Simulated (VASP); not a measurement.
**SnPt3: single point with LDA**

The system is SnPt3.

```
CELL_PARAMETERS angstrom
4.08000 0.00000 0.00000
0.00000 4.08000 0.00000
0.00000 0.00000 4.00000
ATOMIC_POSITIONS crystal
Sn 0.00000 0.00000 0.00000
Pt 0.00000 0.50000 0.50000
Pt 0.50000 0.00000 0.50000
Pt 0.50000 0.50000 0.00000
```

This cell differs from its parent crystal: equal xx and yy strain of +2 %.

```json
{
 "Program": "VASP 6.6.1",
 "Task": "single point",
 "Functional": "LDA",
 "Potentials or basis": "VASP PAW LDA potentials, release 64 (Sn_d, Pt)",
 "Cutoff": "520 eV",
 "k mesh": "8 × 8 × 8",
 "Occupations": "fermi-dirac, width 0.05 eV",
 "Spin": "no spin polarisation",
 "Dipole correction": "no",
 "Further INCAR settings": "ALGO = Normal; EDIFF = 1e-06; NBANDS = 30"
}
```

| Quantity | Value |
| --- | --- |
| Pressure | -11.0 GPa |
| Band gap on the k mesh | zero (band 22 reaches 11.24 eV, above the bottom of band 23 at 10.73 eV) |

Stress tensor (GPa, compression positive):
```
-11.58   0.00   0.00
  0.00 -11.58   0.00
  0.00   0.00  -9.75
```

Levels at points of the mesh, in eV from the Fermi level:
```csv
k point,band 19,band 20,band 21,band 22,band 23,band 24,band 25,band 26
"(0.00, 0.00, 0.00)",-1.08,-0.94,-0.39,0.01,0.17,0.17,2.58,5.80
"(0.50, 0.00, 0.00)",-2.28,-2.23,-1.02,0.17,1.72,3.63,3.85,5.17
"(0.50, 0.50, 0.00)",-2.49,-2.03,-1.86,-1.53,0.77,0.77,5.13,6.50
"(0.00, 0.00, 0.50)",-2.34,-2.18,-1.15,0.02,1.53,3.90,3.90,5.24
"(0.50, 0.00, 0.50)",-2.43,-1.93,-1.78,-1.47,0.91,0.91,4.91,6.38
"(0.50, 0.50, 0.50)",-2.05,-1.91,-0.58,-0.34,-0.34,-0.25,0.71,3.41
```

Run time: 3 min on 1 thread of Intel(R) Xeon(R) Platinum 8488C (Sapphire Rapids) (shared host), peak memory 0.24 GiB.

Caveat: the cell differs from its parent crystal (equal xx and yy strain of +2 %); spin-orbit coupling is left out, which moves the levels of the heavy elements.
